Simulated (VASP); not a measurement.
A run of VASP 6.6.1 is set up as follows.

The input INCAR:

```
PREC = Accurate
ENCUT = 520
EDIFF = 1E-7
ISMEAR = 0
SIGMA = 0.1
LREAL = False
LASPH = True
NELM = 100
ALGO = Normal
ISIF = 2
LWAVE = False
LCHARG = True
GGA = PE
LELF = True
LVHAR = True
NBANDS = 14
```

Contents of KPOINTS:

```
regular mesh
0
Gamma
  22 22 22
```

The input POSCAR:

```
Si2N
1.0
   -1.3159265255      1.7892853362      3.9953361876
    1.3159265255     -1.7892853362      3.9953361876
    1.3159265255      1.7892853362     -3.9953361876
Si N
2 1
Direct
    0.8313807735      0.3313807735      0.5000000000
    0.1686192265      0.6686192265      0.5000000000
    0.0000000000      0.0000000000      0.0000000000
```

Potentials or basis: VASP PAW PBE potentials, release 64 (Si, N).

Launch:

```bash
$ cat potpaw_PBE.64/Si/POTCAR potpaw_PBE.64/N/POTCAR > POTCAR
$ mpirun -np 1 vasp_std > vasp.out
```

Problem. Estimate the pressure.

Solution. -0.1 GPa.

Problem. What does it give for the largest force?

Solution. 0.009 eV/Å.

Stress tensor (GPa, compression positive):
```
-0.03  0.00  0.00
 0.00 -0.10  0.00
 0.00  0.00 -0.17
```
